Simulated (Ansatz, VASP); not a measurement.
## Two plane-wave programs on TiTe2

```
CELL_PARAMETERS angstrom
3.77301 0.00000 0.00000
-1.88651 3.26753 0.00000
0.00000 0.00000 6.85711
ATOMIC_POSITIONS crystal
Ti 0.00000 0.00000 0.00000
Te 0.66667 0.33333 0.25200
Te 0.33333 0.66667 0.74800
```

Alike in both runs: functional PBE; k mesh 10 × 10 × 5; occupations fermi-dirac, width 0.1 eV; no spin polarisation.

Ansatz relaxed the structure, and its values are those at the end. VASP's run is a single point on that final structure, the one shown.

|  | VASP | Ansatz |
| --- | --- | --- |
| version | VASP 6.6.1 | Ansatz 0.2.0 |
| potentials or method | VASP PAW PBE potentials, release 64 (Ti_sv, Te), cutoff 520 eV | PAW plane waves |
| valence electrons in the cell | 24 | 44 |

```csv
,VASP,Ansatz,Ansatz less VASP
gap on the k mesh at the Fermi level (eV),none,none,-
pressure (GPa),0.0,0.0,+0.02
rms of the force components (eV/Å),0.005,0.001,-0.0043
```

A gap of «none» marks a metal or a gap that the smearing closes. VASP's potentials hold 24 valence electrons a cell and Ansatz's 44, so a difference there can come from the potentials and not from the codes.

Spin-orbit coupling is off throughout.
